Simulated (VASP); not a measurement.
Here is a VASP 6.6.1 calculation.

INCAR

```
ALGO = Fast
EDIFF = 1E-7
ENCUT = 520
GGA = PE
ISIF = 2
ISMEAR = 0
LASPH = True
LCHARG = True
LELF = True
LREAL = False
LVHAR = True
LWAVE = False
NBANDS = 10
NELM = 60
PREC = Accurate
SIGMA = 0.15
```

KPOINTS

```
k-points
0
Gamma
  12 12 12
```

File POSCAR:

```
Cs
1.0
   -3.0225000000      3.0753937500      3.0225000000
    3.0225000000     -3.0753937500      3.0225000000
    3.0225000000      3.0753937500     -3.0225000000
Cs
1
Direct
    0.0000000000      0.0000000000      0.0000000000
```

Potentials or basis: VASP PAW PBE potentials, release 64 (Cs_sv).

Launch:

```sh
$ cat potpaw_PBE.64/Cs_sv/POTCAR > POTCAR
$ mpirun -np 1 vasp_std > vasp.out
```

Task: What does it give for the band gap on the k mesh?

Result: Zero (an odd number of electrons rules out a gap without spin polarisation).

Task: What does it give for the pressure?

Result: 0.1 GPa.

Caveat: the cell differs from its parent crystal (strain +0.0175 x Voigt [0, 1, 0, 0, 0, 0]); spin-orbit coupling is left out, which moves the levels of the heavy elements.
